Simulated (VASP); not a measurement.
Runs of VASP 6.6.1 on Cu. Symmetry: Fm-3m, No. 225, cubic system. The conventional cell has a = 3.615 Å, b = 3.615 Å, c = 3.615 Å, α = 90.00°, β = 90.00°, γ = 90.00°. Cu (site symmetry m-3m) has 12 Cu at 2.56 Å within 3.4 Å. 

```csv
spin,fixed moment (μB),k mesh for the DOS,occupations for the DOS,gap on the mesh (eV),pressure (GPa),moment (μB)
collinear,0.9,-,-,-,-1.6,0.90
collinear,-,-,-,none,-11.6,0.00
collinear,1.6,-,-,-,21.5,1.60
collinear,0.2,-,-,-,-11.3,0.20
off,-,-,-,none,-11.6,-
collinear,0.6,-,-,-,(a),0.60
collinear,-,24 × 24 × 24,tetrahedron,-,-,0.00
```

Alike in all rows: task single point; level LDA; potentials or basis VASP PAW LDA potentials, release 64 (Cu); cell as given; k mesh 16 × 16 × 16; cutoff (eV) 520; smearing fermi-dirac 0.05 eV.

Estimate the missing entries.

(a) -7.2.

Caveats: the total moment is fixed, so each spin has its own Fermi level (at least some runs); the cell stands under tension (at least some runs); the cell stands under pressure (at least some runs); tetrahedron occupations give inexact forces and stress in metals (at least some runs).

A gap of «none» marks levels without a gap at the run's occupations.
